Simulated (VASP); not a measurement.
The system is Ge3Pd.

```xyz
4
Lattice="4.2233 0.0000 0.0000 0.0000 4.2233 0.0000 0.0000 0.0000 4.2233" Properties=species:S:1:pos:R:3 pbc="T T T"
Pd    0.0000    0.0000    0.0000
Ge    2.1116    2.1116    0.0000
Ge    2.1116    0.0000    2.1116
Ge    0.0000    2.1116    2.1116
```

Base run:

```yaml
Program: VASP 6.6.1
Functional: PBEsol
Potentials_or_basis: VASP PAW PBE potentials, release 64 (Pd, Ge_d)
Cutoff: 520 eV
k_mesh: 7 × 7 × 7
Occupations: fermi-dirac, width 0.05 eV
Spin: no spin polarisation
```

Its results: band gap on the k mesh zero (band 26 reaches 6.82 eV, above the bottom of band 27 at 5.33 eV); pressure -8.5 GPa.

Problem. After a change of settings the same cell gave: band gap on the k mesh zero (band 26 reaches 6.71 eV, above the bottom of band 27 at 5.18 eV); pressure -10.5 GPa. Which change was it?
A. functional from PBEsol to PBE; further incar settings from ALGO = Normal; EDIFF = 1e-06; NBANDS = 34 to ALGO = Normal; EDIFF = 1e-07; NBANDS = 34
B. functional from PBEsol to LDA; potentials or basis from VASP PAW PBE potentials, release 64 (Pd, Ge_d) to VASP PAW LDA potentials, release 64 (Pd, Ge_d)
C. functional from PBEsol to r2SCAN

Solution. B.

Caveats: the PAW data sets were made with another functional, which shifts forces and pressure a little (some runs).
